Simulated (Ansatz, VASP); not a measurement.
## One calculation of TiO2, two programs

File POSCAR:

```
TiO2
1.0
    4.6428220289      0.0000000000      0.0000000000
    0.0000000000      4.6428220289      0.0000000000
    0.0000000000      0.0000000000      2.9356721096
Ti O
2 4
Direct
    0.0000000000      0.0000000000      0.0000000000
    0.5000000000      0.5000000000      0.5000000000
    0.3051633568      0.3051633568      0.0000000000
    0.1948366432      0.8051633568      0.5000000000
    0.8051633568      0.1948366432      0.5000000000
    0.6948366432      0.6948366432      0.0000000000
```

INCAR.step1

```
SYSTEM = TiO2
PREC     = Accurate       ! precision mode
ENCUT    = 520            ! plane-wave cutoff, eV
ISMEAR   = 0              ! smearing method
SIGMA    = 0.01           ! smearing width, eV
LREAL    = .False.        ! projectors in reciprocal space
LASPH    = .True.         ! aspherical terms in the spheres
NELM     = 80             ! most SCF steps
NBANDS   = 33             ! bands
GGA      = PE             ! functional
ALGO     = Normal         ! electronic algorithm
EDIFF    = 1E-4           ! SCF threshold, eV
LWAVE    = .True.         ! write WAVECAR
LCHARG   = .False.        ! write CHGCAR
```

Contents of INCAR.step2:

```
SYSTEM = TiO2
PREC     = Accurate       ! precision mode
ENCUT    = 520            ! plane-wave cutoff, eV
EDIFF    = 1E-6           ! SCF threshold, eV
ISMEAR   = 0              ! smearing method
SIGMA    = 0.01           ! smearing width, eV
LREAL    = .False.        ! projectors in reciprocal space
LASPH    = .True.         ! aspherical terms in the spheres
NELM     = 80             ! most SCF steps
ALGO     = Normal         ! electronic algorithm
ISIF     = 2              ! what is computed and relaxed
LWAVE    = .False.        ! write WAVECAR
LCHARG   = .True.         ! write CHGCAR
METAGGA  = R2SCAN         ! meta-GGA
LMIXTAU  = .True.       
LELF     = .True.         ! ELF
LVHAR    = .True.       
NBANDS   = 33             ! bands
ISTART   = 1
```

File KPOINTS:

```
Automatic mesh
0
Gamma
  6 6 8
  0 0 0
```

Input for Ansatz:

```yaml
crystal:
  lattice:
    - [4.6428220289, 0.0, 0.0]
    - [0.0, 4.6428220289, 0.0]
    - [0.0, 0.0, 2.9356721096]
  atoms:
    - { symbol: Ti, position: [0.0, 0.0, 0.0] }
    - { symbol: Ti, position: [0.5, 0.5, 0.5] }
    - { symbol: O, position: [0.3051633568, 0.3051633568, 0.0] }
    - { symbol: O, position: [0.1948366432, 0.8051633568, 0.5] }
    - { symbol: O, position: [0.8051633568, 0.1948366432, 0.5] }
    - { symbol: O, position: [0.6948366432, 0.6948366432, 0.0] }
kpoints:
  mp_grid: { grid: [6, 6, 8] }
  band_path:
    path:
      - [0.0, 0.0, 0.0]
      - [0.0, 0.5, 0.0]
      - [0.5, 0.5, 0.0]
      - [0.0, 0.0, 0.5]
      - [0.0, 0.5, 0.5]
      - [0.5, 0.5, 0.5]
    npoints: 1
hamiltonian:
  xc: r2scan
scf:
  occupations: { method: fixed }
  n_extra_bands: 5
output:
  forces: true
  stress: true
  eigenvalues: true
```

Change from the starting cell: epitaxial_xy strain +1.0%.

Alike in both runs: task single point; functional r2SCAN; k mesh 6 × 6 × 8; no spin polarisation.

```csv
,VASP,Ansatz
version,VASP 6.6.1,Ansatz 0.2.0
potentials or method,"VASP PAW PBE potentials, release 64 (Ti_sv, O)","plane waves, PAW"
plane-wave cutoff (eV),520,500
occupations,"gaussian, width 0.01 eV",fixed
valence electrons in the cell,48,48
```

VASP gave:

| Property | Result |
| --- | --- |
| gap on the k mesh at the Fermi level (eV) | 2.24 |
| pressure (GPa) | -1.2 |
| traceless stress, the component that is largest in VASP (GPa) | 2.96 |
| rms of the force components (eV/Å) | 0.020 |

Problem. Which values does Ansatz return?

Solution. gap on the k mesh at the Fermi level (eV): 2.23; pressure (GPa): -2.5; traceless stress, the component that is largest in VASP (GPa): 2.46; rms of the force components (eV/Å): 0.000.

VASP's potentials were made for PBE, not for r2SCAN. Atom by atom the forces differ by 0.020 eV/Å (rms over components).
